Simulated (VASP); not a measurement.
# Na2S (Fm-3m) in VASP: single point with LDA

Aim: the single point of Na2S with LDA.

All numbers are computed with VASP 6.6.1; they aren't measurements. Logs are shortened: lines on timing, memory, paths and dates and some standing lists are left out, and cuts for length are marked.

**1. The cell of the first run**

The structure is cubic, space group Fm-3m (No. 225). The conventional cell has a = 6.547 Å, b = 6.547 Å, c = 6.547 Å, α = 90.00°, β = 90.00°, γ = 90.00°. Within 3.7 Å of Na (site symmetry -43m) lie 4 S at 2.83 Å and 6 Na at 3.27 Å. Within 3.7 Å of S (site symmetry m-3m) lie 8 Na at 2.83 Å.

**2. Single point, LDA**

Input file INCAR:

```
PREC     = Accurate       # precision mode
ENCUT    = 500            # plane-wave cutoff, eV
EDIFF    = 1E-6           # SCF threshold, eV
ISMEAR   = -1             # smearing method
SIGMA    = 0.0272         # smearing width, eV
LREAL    = F              # projectors in reciprocal space
LASPH    = T              # aspherical terms in the spheres
NELM     = 120            # most SCF steps
ALGO     = Normal         # electronic algorithm
ISIF     = 2              # what is computed and relaxed
LWAVE    = F              # write WAVECAR
LCHARG   = T              # write CHGCAR
GGA      = CA             # functional
LELF     = T              # ELF
LVHAR    = T            
NBANDS   = 17             # bands
GGA_COMPAT= F
```

Input file KPOINTS:

```
Automatic mesh
0
Gamma
  6 6 6
```

Input file POSCAR:

```
Na2S
1.0
    0.0000000000      3.2735000000      3.2735000000
    3.2735000000      0.0000000000      3.2735000000
    3.2735000000      3.2735000000      0.0000000000
Na S
2 1
Direct
    0.2500000000      0.2500000000      0.2500000000
    0.7500000000      0.7500000000      0.7500000000
    0.0000000000      0.0000000000      0.0000000000
```

Potentials or basis: VASP PAW LDA potentials, release 64 (Na_pv, S).

Command:

```sh
$ cat potpaw_LDA.64/Na_pv/POTCAR potpaw_LDA.64/S/POTCAR > POTCAR
$ mpirun -np 1 vasp_std > vasp.out
```

OUTCAR:

```text
PREC = Accurate
   ENCUT = 500
   EDIFF = 1E-6
   ISMEAR = -1
   LREAL = F
   LASPH = T
   NELM = 120
   ISIF = 2
   GGA = CA

 ion  position               nearest neighbor table
   1  0.250  0.250  0.250-
   2  0.750  0.750  0.750-
   3  0.000  0.000  0.000-

  LATTYP: Found a face centered cubic cell.
 ALAT       =     6.5470000000

  Lattice vectors:

 A1 = (   0.0000000000,   3.2735000000,   3.2735000000)
 A2 = (   3.2735000000,   0.0000000000,   3.2735000000)
 A3 = (   3.2735000000,   3.2735000000,   0.0000000000)

Analysis of symmetry for initial positions (statically):
=====================================================================
 Subroutine PRICEL returns:
 Original cell was already a primitive cell.

 Routine SETGRP: Setting up the symmetry group for a
 face centered cubic supercell.

 Subroutine GETGRP returns: Found 48 space group operations
 (whereof 48 operations were pure point group operations)
 out of a pool of 48 trial point group operations.

The static configuration has the point symmetry O_h .

Analysis of symmetry for dynamics (positions and initial velocities):
=====================================================================
 Subroutine PRICEL returns:
 Original cell was already a primitive cell.

 Routine SETGRP: Setting up the symmetry group for a
 face centered cubic supercell.

 Subroutine GETGRP returns: Found 48 space group operations
 (whereof 48 operations were pure point group operations)
 out of a pool of 48 trial point group operations.

The dynamic configuration has the point symmetry O_h .

 Subroutine INISYM returns: Found 48 space group operations
 (whereof 48 operations are pure point group operations),
 and found     1 'primitive' translations

----------------------------------------------------------------------------------------

                                     Primitive cell

  volume of cell :      70.1564

  direct lattice vectors                    reciprocal lattice vectors
     0.000000000  3.273500000  3.273500000    -0.152741714  0.152741714  0.152741714
     3.273500000  0.000000000  3.273500000     0.152741714 -0.152741714  0.152741714
     3.273500000  3.273500000  0.000000000     0.152741714  0.152741714 -0.152741714

  length of vectors
     4.629428096  4.629428096  4.629428096     0.264556409  0.264556409  0.264556409

  position of ions in fractional coordinates (direct lattice)
     0.250000000  0.250000000  0.250000000
     0.750000000  0.750000000  0.750000000
     0.000000000  0.000000000  0.000000000

  ion indices of the primitive-cell ions
   primitive index   ion index
                 1           1
                 2           2
                 3           3

----------------------------------------------------------------------------------------

 KPOINTS: Automatic mesh

Automatic generation of k-mesh.
 Grid dimensions read from file:
 generate k-points for:    6    6    6

 Generating k-lattice:

  Cartesian coordinates                     Fractional coordinates (reciprocal lattice)
    -0.025456952  0.025456952  0.025456952     0.166666667  0.000000000  0.000000000
     0.025456952 -0.025456952  0.025456952     0.000000000  0.166666667  0.000000000
     0.025456952  0.025456952 -0.025456952     0.000000000  0.000000000  0.166666667

  Length of vectors
     0.044092735  0.044092735  0.044092735

  Shift w.r.t. Gamma in fractional coordinates (k-lattice)
     0.000000000  0.000000000  0.000000000

 Subroutine IBZKPT returns following result:
 ===========================================

 Found     16 irreducible k-points:

 Following reciprocal coordinates:
            Coordinates               Weight
  0.000000  0.000000  0.000000      1.000000
  0.166667  0.000000  0.000000      8.000000
  0.333333  0.000000  0.000000      8.000000
  0.500000  0.000000  0.000000      4.000000
  0.166667  0.166667  0.000000      6.000000
  0.333333  0.166667  0.000000     24.000000
[... 8 lines left out ...]
 -0.333333  0.333333  0.166667     24.000000
 -0.333333  0.500000  0.166667     12.000000
   k-points           NKPTS =     16   k-points in BZ     NKDIM =     16   number of bands    NBANDS=     17
   number of dos      NEDOS =    301   number of ions     NIONS =      3
   total plane-waves  NPLWV =  46656
   dimension x,y,z NGX =    36 NGY =   36 NGZ =   36
   dimension x,y,z NGXF=    72 NGYF=   72 NGZF=   72
   ions per type =               2   1
   NGX,Y,Z   is equivalent  to a cutoff of  12.93, 12.93, 12.93 a.u.
   NGXF,Y,Z  is equivalent  to a cutoff of  25.86, 25.86, 25.86 a.u.
 SYSTEM =  unknown system
   PREC   = accura    normal or accurate (medium, high low for compatibility)
   ISTART =      0    job   : 0-new  1-cont  2-samecut
   ICHARG =      2    charge: 1-file 2-atom 10-const
   ISPIN  =      1    spin polarized calculation?
   LNONCOLLINEAR =      F non collinear calculations
   LSORBIT =      F    spin-orbit coupling
   LASPH  =      T    aspherical Exc in radial PAW
   ENCUT  =  500.0 eV  36.75 Ry    6.06 a.u.   8.44  8.44  8.44*2*pi/ulx,y,z
   NELM   =    120;   NELMIN=  2; NELMDL= -5     # of ELM steps
   EDIFF  = 0.1E-05   stopping-criterion for ELM
   LREAL  =      F    real-space projection
[... 7 lines left out ...]
   TEBEG  =    0.0;   TEEND  =   0.0 temperature during run
   PSTRESS=    0.0 pullay stress
   NELECT =      20.0000    total number of electrons
   NUPDOWN=      -1.0000    fix difference up-down
   EMIN   =  10.00;   EMAX   =-10.00  energy-range for DOS
   EFERMI =   0.00;   METHOD = LEGACY
   ISMEAR =    -1;   SIGMA  =   0.03  broadening in eV -4-tet -1-fermi 0-gaus
   EFERMI_NEDOS =   21; number of points for ismear=-14 and -15
   IALGO  =     38    algorithm
   IMIX   =      4    mixing-type and parameters
     AMIX     =   0.40;   BMIX     =  1.00
     AMIX_MAG =   1.60;   BMIX_MAG =  1.00
  volume/ion in A,a.u.               =      23.39       157.81
  Fermi-wavevector in a.u.,A,eV,Ry     =   1.077447  2.036079 15.794888  1.160892
  Thomas-Fermi vector in A             =   2.213359
   LORBIT       =      0    0 simple, 1 ext, 2 COOP (PROOUT), +10 PAW based schemes
   GGA     = CA    functional components
   LHFCALC =     F    Hartree Fock is set to
   AEXX    =    0.0000 exact exchange contribution
   IVDW    =     0    specifies the selected vdW correction
   LEPSILON=     F    determine dielectric tensor
   LRPA    =     F    only Hartree local field effects (RPA)
 non-spin polarized calculation
  energy-cutoff  :      500.00
  volume of cell :       70.16
 maximum number of plane-waves:      1807
 NGX is ok and might be reduce to    36
   NGX = 17   NGY = 17   NGZ = 17

 number of electron      19.9999983 magnetization

 Free energy of the ion-electron system (eV)
  ---------------------------------------------------
  ext. energy  EPLUGINS =         0.00000000
  ---------------------------------------------------
  free energy    TOTEN  =       -10.87719853 eV

  energy without entropy =      -10.87719853  energy(sigma->0) =      -10.87719853

 E-fermi :   0.6056     XC(G=0):  -8.2612

 val. band max:       -0.0555282344   @ k =   0.0000   0.0000   0.0000
 cond. band min:       2.1868355585   @ k =   0.0000   0.0000   0.0000
 fundamental gap:      2.2423637929
 Fermi energy:         0.6056439522

 k-point     1 :       0.0000    0.0000    0.0000
  band No.  band energies     occupation
      1     -22.2625      2.00000
      2     -22.2625      2.00000
      3     -22.2625      2.00000
      4     -22.2069      2.00000
      5     -22.2069      2.00000
      6     -22.2069      2.00000
[... 9 lines left out ...]
     16       9.1608      0.00000
     17      10.8990      0.00000

 k-point     2 :       0.1667    0.0000    0.0000
  band No.  band energies     occupation
      1     -22.2600      2.00000
      2     -22.2590      2.00000
      3     -22.2590      2.00000
      4     -22.2125      2.00000
      5     -22.2108      2.00000
      6     -22.2108      2.00000
[... 9 lines left out ...]
     16       8.6743      0.00000
     17      10.2760      0.00000

 k-point     3 :       0.3333    0.0000    0.0000
  band No.  band energies     occupation
      1     -22.2529      2.00000
      2     -22.2493      2.00000
      3     -22.2493      2.00000
      4     -22.2259      2.00000
      5     -22.2214      2.00000
      6     -22.2214      2.00000
[... 9 lines left out ...]
     16       9.5121      0.00000
     17      10.0790      0.00000

 k-point     4 :       0.5000    0.0000    0.0000
  band No.  band energies     occupation
      1     -22.2436      2.00000
      2     -22.2384      2.00000
      3     -22.2364      2.00000
      4     -22.2364      2.00000
      5     -22.2348      2.00000
      6     -22.2348      2.00000
[... 9 lines left out ...]
     16      11.2491      0.00000
     17      11.2491      0.00000

 k-point     5 :       0.1667    0.1667    0.0000
  band No.  band energies     occupation
      1     -22.2653      2.00000
      2     -22.2653      2.00000
      3     -22.2451      2.00000
      4     -22.2276      2.00000
      5     -22.2050      2.00000
      6     -22.2050      2.00000
[... 9 lines left out ...]
     16       9.5292      0.00000
     17      11.5228      0.00000

 k-point     6 :       0.3333    0.1667    0.0000
  band No.  band energies     occupation
      1     -22.2648      2.00000
      2     -22.2638      2.00000
      3     -22.2467      2.00000
      4     -22.2289      2.00000
      5     -22.2083      2.00000
      6     -22.2075      2.00000
[... 9 lines left out ...]
     16      10.1454      0.00000
     17      11.0341      0.00000
[... 121 lines left out ...]
 k-point    13 :       0.5000    0.5000    0.0000
  band No.  band energies     occupation
      1     -22.2892      2.00000
      2     -22.2739      2.00000
      3     -22.2739      2.00000
      4     -22.1994      2.00000
      5     -22.1994      2.00000
      6     -22.1927      2.00000
[... 9 lines left out ...]
     16      11.3738      0.00000
     17      12.0475      0.00000

 k-point    14 :       0.5000    0.3333    0.1667
  band No.  band energies     occupation
      1     -22.2750      2.00000
      2     -22.2651      2.00000
      3     -22.2528      2.00000
      4     -22.2204      2.00000
      5     -22.2122      2.00000
      6     -22.1996      2.00000
[... 9 lines left out ...]
     16      10.7737      0.00000
     17      11.8677      0.00000

 k-point    15 :      -0.3333    0.3333    0.1667
  band No.  band energies     occupation
      1     -22.2779      2.00000
      2     -22.2731      2.00000
      3     -22.2370      2.00000
      4     -22.2369      2.00000
      5     -22.2018      2.00000
      6     -22.2010      2.00000
[... 9 lines left out ...]
     16      10.2877      0.00000
     17      11.8426      0.00000

 k-point    16 :      -0.3333    0.5000    0.1667
  band No.  band energies     occupation
      1     -22.2860      2.00000
      2     -22.2771      2.00000
      3     -22.2554      2.00000
      4     -22.2182      2.00000
      5     -22.1978      2.00000
      6     -22.1944      2.00000
[... 9 lines left out ...]
     16      10.8673      0.00000
     17      11.7378      0.00000

------------------------ aborting loop because EDIFF is reached ----------------------------------------

  FORCE on cell =-STRESS in cart. coord.  units (eV):
  Direction    XX          YY          ZZ          XY          YZ          ZX
  --------------------------------------------------------------------------------------
  -------------------------------------------------------------------------------------
  Total       -0.9474367     -0.9474367     -0.9474367      0.0000000      0.0000000     -0.0000000
  in kB      -21.6368367    -21.6368367    -21.6368367      0.0000000      0.0000000     -0.0000000
  external PRESSURE =     -21.6368367 kB  Pullay stress =       0.0000000 kB

 VOLUME and BASIS-vectors are now :
 -----------------------------------------------------------------------------
  energy-cutoff  :      500.00
  volume of cell :       70.16
      direct lattice vectors                 reciprocal lattice vectors
     0.000000000  3.273500000  3.273500000    -0.152741714  0.152741714  0.152741714
     3.273500000  0.000000000  3.273500000     0.152741714 -0.152741714  0.152741714
     3.273500000  3.273500000  0.000000000     0.152741714  0.152741714 -0.152741714

 POSITION                                       TOTAL-FORCE (eV/Angst)
 -----------------------------------------------------------------------------------
      1.63675      1.63675      1.63675        -0.000000     -0.000000     -0.000000
      4.91025      4.91025      4.91025         0.000000      0.000000      0.000000
      0.00000      0.00000      0.00000         0.000000      0.000000      0.000000
 -----------------------------------------------------------------------------------
    total drift:                                0.000000      0.000000      0.000000

  FREE ENERGIE OF THE ION-ELECTRON SYSTEM (eV)
  ---------------------------------------------------
  free  energy   TOTEN  =       -10.8771985334 eV

  energy  without entropy=      -10.8771985334  energy(sigma->0) =      -10.87719853
```

Run time: 25 s. Hardware: 1 thread of AMD EPYC 7R43 (Zen 3), shared host; peak memory 0.13 GiB.

Results:

```
Free energy            : -10.8772 eV
Pressure               : -2.2 GPa
Band gap on the k mesh : 2.24 eV
```
